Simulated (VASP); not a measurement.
Mg:

```
Mg
1.0
     3.20930    0.00000    0.00000
    -1.60465    2.77934    0.00000
     0.00000    0.00000    5.21030
Mg
2
Direct
  0.33333 0.66667 0.25000
  0.66667 0.33333 0.75000
```

* Program: VASP 6.6.1
* Task: relaxation of cell and atoms
* Functional: LDA
* Potentials or basis: VASP PAW LDA potentials, release 64 (Mg)
* Cutoff: 600 eV
* k mesh: 8 × 8 × 5
* Occupations: gaussian, width 0.1 eV
* Spin: no spin polarisation

At the start: pressure -2.8 GPa; volume 23.24 Å³/atom.

Where does the relaxation end?

Over 3 steps the energy falls by 16.4 meV/atom and the volume is 21.49 Å³/atom (-7.5 %); space group P6_3/mmc (No. 194, to 0.05 Å).

Step by step:
| step | energy change (eV) | largest force (eV/Å) | pressure (GPa) | volume (Å³) |
| --- | --- | --- | --- | --- |
| 1 | 0.0000 | 0.0000 | -2.77 | 46.47 |
| 2 | -0.0305 | 0.0000 | -0.81 | 43.83 |
| 3 | -0.0328 | 0.0000 | -0.04 | 42.97 |

Final structure:
```
CELL_PARAMETERS angstrom
3.12310 0.00000 0.00000
-1.56155 2.70468 0.00000
0.00000 0.00000 5.08709
ATOMIC_POSITIONS crystal
Mg 0.33333 0.66667 0.25000
Mg 0.66667 0.33333 0.75000
```
